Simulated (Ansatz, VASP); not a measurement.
## Ga2Te3Pd: VASP beside Ansatz

```
Ga Te Pd
1.0
     3.08132    1.77900    4.86132
    -3.08132    1.77900    4.86132
     0.00000   -3.55801    4.86132
Ga Te Pd
2 3 1
Direct
  0.62348 0.62348 0.62348
  0.37652 0.37652 0.37652
  0.00000 0.50000 0.00000
  0.50000 0.00000 0.00000
  0.00000 0.00000 0.50000
  0.00000 0.00000 0.00000
```

Change from the starting cell: species swapped into the Dy2Al3Cu type (R-3m, No. 166).

Alike in both runs: task single point; functional PBE; k mesh 3 × 3 × 3; occupations gaussian, width 0.1 eV; collinear spin.

|  | VASP | Ansatz |
| --- | --- | --- |
| version | VASP 6.6.1 | Ansatz 0.2.0 |
| potentials or method | VASP PAW PBE potentials, release 64 (Ga_d, Te, Pd), cutoff 520 eV | scalar-relativistic, plane waves, PAW |
| valence electrons in the cell | 54 | 92 |

VASP gave:

| Quantity | Value |
| --- | --- |
| gap on the k mesh at the Fermi level (eV) | none |
| pressure (GPa) | 0.8 |
| traceless stress, the component that is largest in VASP (GPa) | -7.52 |
| rms of the force components (eV/Å) | 0.057 |
| net moment per atom (μB) | 0.00 |

Question: Which values does Ansatz return?

Answer: gap on the k mesh at the Fermi level (eV): none; pressure (GPa): 0.9; traceless stress, the component that is largest in VASP (GPa): -7.53; rms of the force components (eV/Å): 0.056; net moment per atom (μB): 0.00.

Atom by atom the forces differ by 0.000 eV/Å (rms over components). A gap of «none» marks a metal or a gap that the smearing closes. VASP's potentials hold 54 valence electrons a cell and Ansatz's 92, so a difference there can come from the potentials and not from the codes. Ansatz's warnings: seeded moment not kept.

The k mesh is coarse, so the values compare programs but aren't converged. Spin-orbit coupling is off throughout.
